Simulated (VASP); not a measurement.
CuSn9: single point with PBE

System: CuSn9.

```xyz
20
Lattice="8.3998 0.1577 -0.2107 0.1577 8.2568 0.2238 -0.2107 0.2238 8.1679" Properties=species:S:1:pos:R:3 pbc="T T T"
Sn    0.4616    4.5553    1.3227
Sn    6.6866    0.3680    3.6906
Sn    7.4482    4.6334    6.2224
Sn    0.9433    1.6542    3.0452
Sn    4.1956    7.7316    7.1559
Sn    1.2408    2.5034    6.0670
Sn    1.1470    0.2209   -0.0292
Sn    6.4067    2.5687    1.4093
Sn    3.0223    2.8497    0.6875
Sn    3.7097    8.2165    2.7560
Sn    4.1832    5.5907    1.4444
Sn    3.7550    4.3993    6.6144
Sn    6.2887    4.9827    3.4565
Sn    6.0201    1.7143    6.5011
Sn    7.1075    7.4358    1.1949
Sn    1.2422    5.7137    3.9862
Sn    1.5175    6.3058    6.7832
Sn    3.5875    3.4661    3.8074
Cu    0.3474    0.1504    5.5467
Cu    4.1750    1.2613    4.7695
```

```json
{
 "Program": "VASP 6.6.1",
 "Task": "single point",
 "Functional": "PBE",
 "Potentials or basis": "VASP PAW PBE potentials, release 64 (Sn_d, Cu)",
 "Cutoff": "400 eV",
 "k mesh": "1 × 1 × 1, shifted",
 "Occupations": "fermi-dirac, width 0.05 eV",
 "Spin": "no spin polarisation"
}
```

- Pressure: 1.3 GPa
- Largest force: 1.381 eV/Å

Forces on the atoms (eV/Å):
```
Sn  -0.040  0.194 -0.548
Sn  -0.076 -0.217 -0.005
Sn  -0.096 -0.081  0.219
Sn  -0.304 -0.201  0.186
Sn  -0.048  0.301 -0.106
Sn  -0.013  0.834 -0.326
Sn   0.268 -0.224  0.740
Sn  -0.020 -0.387 -0.041
Sn   0.019 -0.896  1.050
Sn  -0.017  0.421  0.386
Sn  -0.128  0.075 -0.045
Sn   0.626  0.672 -0.881
Sn   0.662  0.307  0.177
Sn   0.771  0.528  0.427
Sn  -0.430 -0.103 -0.094
Sn  -0.095  0.058 -0.247
Sn  -0.291 -0.680  0.293
Sn  -0.340  0.408 -0.571
Cu  -0.480  0.104 -0.730
Cu   0.032 -1.113  0.116
```

Stress tensor (GPa, compression positive):
```
-0.19  3.20  3.62
 3.20  0.44  1.94
 3.62  1.94  3.71
```

Levels at points of the mesh, in eV from the Fermi level:
| k point | band 134 | band 135 | band 136 | band 137 | band 138 | band 139 | band 140 | band 141 |
| --- | --- | --- | --- | --- | --- | --- | --- | --- |
| (0.25, 0.25, 0.25) | -0.85 | -0.67 | -0.44 | -0.19 | 0.19 | 0.33 | 0.58 | 0.74 |

It took 3.7 min on 1 thread of Intel(R) Xeon(R) Platinum 8375C CPU @ 2.90GHz (Ice Lake), on a shared host, peak memory 0.4 GiB.

Caveat: the atoms stand as in a frame of molecular dynamics; spin-orbit coupling is left out, which moves the levels of the heavy elements.
